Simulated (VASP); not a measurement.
# SiC (P6_3mc) in VASP: settings compared

The runs below take SiC through single point, with PBE, r2SCAN.

All numbers are computed with VASP 6.6.1; they aren't measurements. Logs are shortened: lines on timing, memory, paths and dates and some standing lists are left out, and cuts for length are marked.

## (1) The cell of the first run

The structure is hexagonal, space group P6_3mc (No. 186). The conventional cell has a = 3.094 Å, b = 3.094 Å, c = 10.130 Å, α = 90.00°, β = 90.00°, γ = 120.00°. Si (site symmetry 3m) has 4 C at 1.90 Å within 2.5 Å. Within 2.5 Å of Si (site symmetry 3m) lie 4 C at 1.89 to 1.90 Å. Within 2.5 Å of C (site symmetry 3m) lie 4 Si at 1.89 to 1.90 Å. C (site symmetry 3m) has 4 Si at 1.90 Å within 2.5 Å.

## (2) Single point, PBE

Input file INCAR:

```
PREC = Accurate
ENCUT = 520
EDIFF = 1E-6
ISMEAR = 0
SIGMA = 0.01
LREAL = F
LASPH = T
NELM = 100
ALGO = Normal
ISIF = 2
LWAVE = F
LCHARG = F
GGA = PE
NBANDS = 26
```

Input file KPOINTS:

```
regular mesh
0
Gamma
  9 9 2
```

Input file POSCAR:

```
SiC
1.0
    3.0940914218      0.0000000000      0.0000000000
   -1.5470457109      2.6795617730      0.0000000000
    0.0000000000      0.0000000000     10.1296046843
Si C
4 4
Direct
    0.6666666667      0.3333333333      0.9378481361
    0.3333333333      0.6666666667      0.4378481361
    0.0000000000      0.0000000000      0.6878946538
    0.0000000000      0.0000000000      0.1878946538
    0.6666666667      0.3333333333      0.7498045638
    0.3333333333      0.6666666667      0.2498045638
    0.0000000000      0.0000000000      0.5004516463
    0.0000000000      0.0000000000      0.0004516463
```

Potentials or basis: VASP PAW PBE potentials, release 64 (Si, C).

Run with:

```sh
$ cat potpaw_PBE.64/Si/POTCAR potpaw_PBE.64/C/POTCAR > POTCAR
$ mpirun -np 1 vasp_std > vasp.out
```

OUTCAR:

```text
PREC = Accurate
   ENCUT = 520
   EDIFF = 1E-6
   ISMEAR = 0
   LREAL = F
   LASPH = T
   NELM = 100
   ISIF = 2
   GGA = PE

 ion  position               nearest neighbor table
   1  0.667  0.333  0.938-   8 1.90   8 1.90   8 1.90   5 1.90   3 3.10   3 3.10   3 3.10   4 3.10
                             4 3.10   4 3.10
   2  0.333  0.667  0.438-   7 1.90   7 1.90   7 1.90   6 1.90   4 3.10   4 3.10   4 3.10   3 3.10
                             3 3.10   3 3.10
   3  0.000  0.000  0.688-   5 1.89   5 1.89   5 1.89   7 1.90   1 3.10   1 3.10   1 3.10   2 3.10
                             2 3.10   2 3.10
   4  0.000  0.000  0.188-   6 1.89   6 1.89   6 1.89   8 1.90   2 3.10   2 3.10   2 3.10   1 3.10
                             1 3.10   1 3.10
   5  0.667  0.333  0.750-   3 1.89   3 1.89   3 1.89   1 1.90
   6  0.333  0.667  0.250-   4 1.89   4 1.89   4 1.89   2 1.90
   7  0.000  0.000  0.500-   2 1.90   2 1.90   2 1.90   3 1.90
   8  0.000  0.000  0.000-   1 1.90   1 1.90   1 1.90   4 1.90

  LATTYP: Found a hexagonal cell.
 ALAT       =     3.0940914218
 C/A-ratio  =     3.2738543577

  Lattice vectors:

 A1 = (   3.0940914218,   0.0000000000,   0.0000000000)
 A2 = (  -1.5470457109,   2.6795617730,   0.0000000000)
 A3 = (   0.0000000000,   0.0000000000,  10.1296046843)

Analysis of symmetry for initial positions (statically):
=====================================================================
 Subroutine PRICEL returns:
 Original cell was already a primitive cell.

 Routine SETGRP: Setting up the symmetry group for a
 hexagonal supercell.

 Subroutine GETGRP returns: Found 12 space group operations
 (whereof  6 operations were pure point group operations)
 out of a pool of 24 trial point group operations.

The static configuration has the point symmetry C_3v.
 The point group associated with its full space group is C_6v.

Analysis of symmetry for dynamics (positions and initial velocities):
=====================================================================
 Subroutine PRICEL returns:
 Original cell was already a primitive cell.

 Routine SETGRP: Setting up the symmetry group for a
 hexagonal supercell.

 Subroutine GETGRP returns: Found 12 space group operations
 (whereof  6 operations were pure point group operations)
 out of a pool of 24 trial point group operations.

The dynamic configuration has the point symmetry C_3v.
 The point group associated with its full space group is C_6v.

 Subroutine INISYM returns: Found 12 space group operations
 (whereof  6 operations are pure point group operations),
 and found     1 'primitive' translations

----------------------------------------------------------------------------------------

                                     Primitive cell

  volume of cell :      83.9826

  direct lattice vectors                    reciprocal lattice vectors
     3.094091422  0.000000000  0.000000000     0.323196656  0.186597676  0.000000000
    -1.547045711  2.679561773  0.000000000     0.000000000  0.373195352  0.000000000
     0.000000000  0.000000000 10.129604684     0.000000000  0.000000000  0.098720536

  length of vectors
     3.094091422  3.094091422 10.129604684     0.373195352  0.373195352  0.098720536

  position of ions in fractional coordinates (direct lattice)
     0.666666667  0.333333333  0.937848136
     0.333333333  0.666666667  0.437848136
     0.000000000  0.000000000  0.687894654
     0.000000000  0.000000000  0.187894654
     0.666666667  0.333333333  0.749804564
     0.333333333  0.666666667  0.249804564
     0.000000000  0.000000000  0.500451646
     0.000000000  0.000000000  0.000451646

  ion indices of the primitive-cell ions
   primitive index   ion index
                 1           1
                 2           2
                 3           3
                 4           4
                 5           5
                 6           6
                 7           7
                 8           8

----------------------------------------------------------------------------------------

 KPOINTS: regular mesh

Automatic generation of k-mesh.
 Grid dimensions read from file:
 generate k-points for:    9    9    2

 Generating k-lattice:

  Cartesian coordinates                     Fractional coordinates (reciprocal lattice)
     0.035910740  0.020733075  0.000000000     0.111111111  0.000000000  0.000000000
     0.000000000  0.041466150  0.000000000     0.000000000  0.111111111  0.000000000
     0.000000000  0.000000000  0.049360268     0.000000000  0.000000000  0.500000000

  Length of vectors
     0.041466150  0.041466150  0.049360268

  Shift w.r.t. Gamma in fractional coordinates (k-lattice)
     0.000000000  0.000000000  0.000000000

 Subroutine IBZKPT returns following result:
 ===========================================

 Found     24 irreducible k-points:

 Following reciprocal coordinates:
            Coordinates               Weight
  0.000000  0.000000  0.000000      1.000000
  0.111111  0.000000  0.000000      6.000000
  0.222222  0.000000  0.000000      6.000000
  0.333333  0.000000  0.000000      6.000000
  0.444444  0.000000  0.000000      6.000000
  0.111111  0.111111  0.000000      6.000000
[... 16 lines left out ...]
  0.333333  0.222222  0.500000     12.000000
  0.333333  0.333333  0.500000      2.000000
   k-points           NKPTS =     24   k-points in BZ     NKDIM =     24   number of bands    NBANDS=     26
   number of dos      NEDOS =    301   number of ions     NIONS =      8
   total plane-waves  NPLWV =  46080
   dimension x,y,z NGX =    24 NGY =   24 NGZ =   80
   dimension x,y,z NGXF=    48 NGYF=   48 NGZF=  160
   ions per type =               4   4
   NGX,Y,Z   is equivalent  to a cutoff of  12.90, 12.90, 13.13 a.u.
   NGXF,Y,Z  is equivalent  to a cutoff of  25.79, 25.79, 26.26 a.u.
 SYSTEM =  unknown system
   PREC   = accura    normal or accurate (medium, high low for compatibility)
   ISTART =      0    job   : 0-new  1-cont  2-samecut
   ICHARG =      2    charge: 1-file 2-atom 10-const
   ISPIN  =      1    spin polarized calculation?
   LNONCOLLINEAR =      F non collinear calculations
   LSORBIT =      F    spin-orbit coupling
   LASPH  =      T    aspherical Exc in radial PAW
   ENCUT  =  520.0 eV  38.22 Ry    6.18 a.u.   5.75  5.75 18.83*2*pi/ulx,y,z
   NELM   =    100;   NELMIN=  2; NELMDL= -5     # of ELM steps
   EDIFF  = 0.1E-05   stopping-criterion for ELM
   LREAL  =      F    real-space projection
   EDIFFG = 0.1E-04   stopping-criterion for IOM
   NSW    =      0    number of steps for IOM
   IBRION =     -1    ionic relax: 0-MD 1-quasi-New 2-CG
   NFREE  =      0    steps in history (QN), initial steepest desc. (CG)
   ISIF   =      2    stress and relaxation
   ISYM   =      2    0-nonsym 1-usesym 2-fastsym
   POTIM  = 0.5000    time-step for ionic-motion
   TEBEG  =    0.0;   TEEND  =   0.0 temperature during run
   PSTRESS=    0.0 pullay stress
   NELECT =      32.0000    total number of electrons
   NUPDOWN=      -1.0000    fix difference up-down
   EMIN   =  10.00;   EMAX   =-10.00  energy-range for DOS
   EFERMI =   0.00;   METHOD = LEGACY
   ISMEAR =     0;   SIGMA  =   0.01  broadening in eV -4-tet -1-fermi 0-gaus
   EFERMI_NEDOS =   21; number of points for ismear=-14 and -15
   IALGO  =     38    algorithm
   IMIX   =      4    mixing-type and parameters
     AMIX     =   0.40;   BMIX     =  1.00
     AMIX_MAG =   1.60;   BMIX_MAG =  1.00
  volume/ion in A,a.u.               =      10.50        70.84
  Fermi-wavevector in a.u.,A,eV,Ry     =   1.186848  2.242817 19.165270  1.408608
  Thomas-Fermi vector in A             =   2.323012
   LORBIT       =      0    0 simple, 1 ext, 2 COOP (PROOUT), +10 PAW based schemes
   GGA     = PE    functional components
   LHFCALC =     F    Hartree Fock is set to
   AEXX    =    0.0000 exact exchange contribution
   IVDW    =     0    specifies the selected vdW correction
   LEPSILON=     F    determine dielectric tensor
   LRPA    =     F    only Hartree local field effects (RPA)
 non-spin polarized calculation
 Gauss-broadening in eV      SIGMA  =   0.01
  energy-cutoff  :      520.00
  volume of cell :       83.98
 maximum number of plane-waves:      2276
 NGX is ok and might be reduce to    24
   NGX = 11   NGY = 11   NGZ = 37

 number of electron      32.0000001 magnetization

 Free energy of the ion-electron system (eV)
  ---------------------------------------------------
  ext. energy  EPLUGINS =         0.00000000
  ---------------------------------------------------
  free energy    TOTEN  =       -60.24767732 eV

  energy without entropy =      -60.24767732  energy(sigma->0) =      -60.24767732

 E-fermi :   8.1142     XC(G=0): -11.2897

 val. band max:        8.0111210558   @ k =   0.0000   0.0000   0.0000
 cond. band min:      10.3431713005   @ k =   0.4444   0.0000   0.0000
 fundamental gap:      2.3320502447
 Fermi energy:         8.1141808537

 k-point     1 :       0.0000    0.0000    0.0000
  band No.  band energies     occupation
      1      -7.3546      2.00000
      2      -6.1915      2.00000
      3      -6.1558      2.00000
      4      -3.8428      2.00000
      5      -0.5168      2.00000
      6       3.6580      2.00000
[... 18 lines left out ...]
     25      15.2990      0.00000
     26      15.9845      0.00000

 k-point     2 :       0.1111    0.0000    0.0000
  band No.  band energies     occupation
      1      -7.1430      2.00000
      2      -5.9871      2.00000
      3      -5.9504      2.00000
      4      -3.6648      2.00000
      5      -0.3246      2.00000
      6       3.7103      2.00000
[... 18 lines left out ...]
     25      15.6357      0.00000
[... 608 lines left out ...]
     25      17.1823      0.00000
     26      17.1823      0.00000

 k-point    24 :       0.3333    0.3333    0.5000
  band No.  band energies     occupation
      1      -2.8233      2.00000
      2      -2.8233      2.00000
      3      -2.7491      2.00000
      4      -2.7491      2.00000
      5       0.6996      2.00000
      6       0.6996      2.00000
[... 18 lines left out ...]
     25      18.1259      0.00000
     26      18.1265      0.00000

------------------------ aborting loop because EDIFF is reached ----------------------------------------

  FORCE on cell =-STRESS in cart. coord.  units (eV):
  Direction    XX          YY          ZZ          XY          YZ          ZX
  --------------------------------------------------------------------------------------
  -------------------------------------------------------------------------------------
  Total       -0.0254154     -0.0254154     -0.0246673      0.0000000      0.0000000     -0.0000000
  in kB       -0.4848612     -0.4848612     -0.4705910      0.0000000      0.0000000     -0.0000000
  external PRESSURE =      -0.4801045 kB  Pullay stress =       0.0000000 kB

 VOLUME and BASIS-vectors are now :
 -----------------------------------------------------------------------------
  energy-cutoff  :      520.00
  volume of cell :       83.98
      direct lattice vectors                 reciprocal lattice vectors
     3.094091422  0.000000000  0.000000000     0.323196656  0.186597676  0.000000000
    -1.547045711  2.679561773  0.000000000     0.000000000  0.373195352  0.000000000
     0.000000000  0.000000000 10.129604684     0.000000000  0.000000000  0.098720536

 POSITION                                       TOTAL-FORCE (eV/Angst)
 -----------------------------------------------------------------------------------
      1.54705      0.89319      9.50003        -0.000000      0.000000      0.001391
     -0.00000      1.78637      4.43523         0.000000     -0.000000      0.001391
      0.00000      0.00000      6.96810        -0.000000      0.000000     -0.000965
      0.00000      0.00000      1.90330         0.000000     -0.000000     -0.000965
      1.54705      0.89319      7.59522         0.000000      0.000000     -0.000422
     -0.00000      1.78637      2.53042        -0.000000     -0.000000     -0.000422
      0.00000      0.00000      5.06938        -0.000000      0.000000     -0.000004
      0.00000      0.00000      0.00457         0.000000     -0.000000     -0.000004
 -----------------------------------------------------------------------------------
    total drift:                                0.000000      0.000000     -0.000979

  FREE ENERGIE OF THE ION-ELECTRON SYSTEM (eV)
  ---------------------------------------------------
  free  energy   TOTEN  =       -60.2476773210 eV

  energy  without entropy=      -60.2476773210  energy(sigma->0) =      -60.24767732
```

Run time: 38 s. Hardware: 1 thread of Intel Xeon Platinum 8259CL at 2.50GHz (Skylake/Cascade Lake), shared host; peak memory 0.21 GiB.

Results:

```
Free energy            : -60.2477 eV
Pressure               : 0.0 GPa
Band gap on the k mesh : 2.33 eV (least direct gap 3.42 eV)
```

## (3) Single point, PBE (10.81 Å³/atom)

This run uses another cell than the first one, of 10.81 Å³/atom.

Input file INCAR:

```
SYSTEM = SiC
ALGO = Normal
EDIFF = 1E-6
ENCUT = 520
GGA = PE
ISIF = 2
ISMEAR = 0
LASPH = .TRUE.
LCHARG = .FALSE.
LREAL = .FALSE.
LWAVE = .FALSE.
NBANDS = 26
NELM = 80
PREC = Accurate
SIGMA = 0.01
```

Input file KPOINTS:

```
k-points
0
G
  9 9 2
  0 0 0
```

Changes to POSCAR since step 2:

```diff
@@ -2,5 +2,5 @@
 1.0
-    3.0940914218      0.0000000000      0.0000000000
-   -1.5470457109      2.6795617730      0.0000000000
-    0.0000000000      0.0000000000     10.1296046843
+    3.1247279828      0.0000000000      0.0000000000
+   -1.5623639914      2.7060938131      0.0000000000
+    0.0000000000      0.0000000000     10.2299043229
 Si C
```

Potentials or basis: VASP PAW PBE potentials, release 64 (Si, C).

Run with:

```sh
$ cat potpaw_PBE.64/Si/POTCAR potpaw_PBE.64/C/POTCAR > POTCAR
$ mpirun -np 1 vasp_std > vasp.out
```

Wall time 41 s (1 thread of Intel Xeon Platinum 8259CL at 2.50GHz (Skylake/Cascade Lake), shared host); peak memory 0.21 GiB.

Results (log left out):

| Item | Value |
| --- | --- |
| Free energy | -60.1999 eV |
| Pressure | -6.0 GPa |
| Largest force | 0.010 eV/Å |
| Band gap on the k mesh | 2.32 eV (least direct gap 3.39 eV) |

Forces in eV/Å, atoms in the order of the input:
```
Si   0.000  0.000  0.010
Si   0.000  0.000  0.010
Si   0.000  0.000 -0.005
Si   0.000  0.000 -0.005
C    0.000  0.000 -0.005
C    0.000  0.000 -0.005
C    0.000  0.000  0.000
C    0.000  0.000  0.000
```

Stress tensor (GPa, compression positive):
```
-6.01  0.00  0.00
 0.00 -6.01  0.00
 0.00  0.00 -5.93
```

Levels at points of the mesh, in eV from the valence-band top:
```
           k point  band 14  band 15  band 16  band 17  band 18  band 19
(0.00, 0.00, 0.00)    -0.05     0.00     0.00     4.71     5.29     5.78
(0.00, 0.00, 0.50)    -0.20    -0.20    -0.20     4.92     4.92     6.32
```

Caveat: the cell stands under tension. A k mesh can miss the band edges.

## (4) Single point, PBE (11.13 Å³/atom)

This run uses another cell than the first one, of 11.13 Å³/atom.

Input file INCAR:

```
PREC = Accurate ; ENCUT = 520
EDIFF = 1E-6 ; ISMEAR = 0
SIGMA = 0.01 ; LREAL = False
LASPH = True ; NELM = 100
ALGO = Normal ; ISIF = 2
LWAVE = False ; LCHARG = False
GGA = PE ; NBANDS = 26
```

Input file KPOINTS:

```
regular mesh
0
Gamma
  9 9 2
```

Changes to POSCAR since step 3:

```diff
@@ -2,5 +2,5 @@
 1.0
-    3.1247279828      0.0000000000      0.0000000000
-   -1.5623639914      2.7060938131      0.0000000000
-    0.0000000000      0.0000000000     10.2299043229
+    3.1547752875      0.0000000000      0.0000000000
+   -1.5773876437      2.7321155422      0.0000000000
+    0.0000000000      0.0000000000     10.3282748221
 Si C
```

Run with:

```sh
$ cat potpaw_PBE.64/Si/POTCAR potpaw_PBE.64/C/POTCAR > POTCAR
$ mpirun -np 1 vasp_std > vasp.out
```

It took 42 s on 1 thread of Intel Xeon Platinum 8259CL at 2.50GHz (Skylake/Cascade Lake), shared host; peak memory 0.21 GiB.

It converged, with:

| Quantity | Value |
| --- | --- |
| Free energy | -60.0653 eV |
| Pressure | -11.1 GPa |
| Largest force | 0.018 eV/Å |
| Band gap on the k mesh | 2.30 eV (least direct gap 3.36 eV) |

Forces in eV/Å, atoms in the order of the input:
```
Si   0.000  0.000  0.018
Si   0.000  0.000  0.018
Si   0.000  0.000 -0.008
Si   0.000  0.000 -0.008
C    0.000  0.000 -0.010
C    0.000  0.000 -0.010
C    0.000  0.000 -0.001
C    0.000  0.000 -0.001
```

Stress tensor (GPa, compression positive):
```
-11.14   0.00   0.00
  0.00 -11.14   0.00
  0.00   0.00 -10.99
```

Levels at points of the mesh, in eV from the valence-band top:
| k point | band 13 | band 14 | band 15 | band 16 | band 17 | band 18 | band 19 | band 20 |
| --- | --- | --- | --- | --- | --- | --- | --- | --- |
| (0.00, 0.00, 0.00) | -0.57 | -0.05 | 0.00 | 0.00 | 4.47 | 5.05 | 5.45 | 5.66 |
| (0.00, 0.00, 0.50) | -0.20 | -0.20 | -0.20 | -0.20 | 4.68 | 4.68 | 6.03 | 6.03 |

Caveat: the cell stands under tension. A k mesh can miss the band edges.

(Part 1 of 2 ends here.)
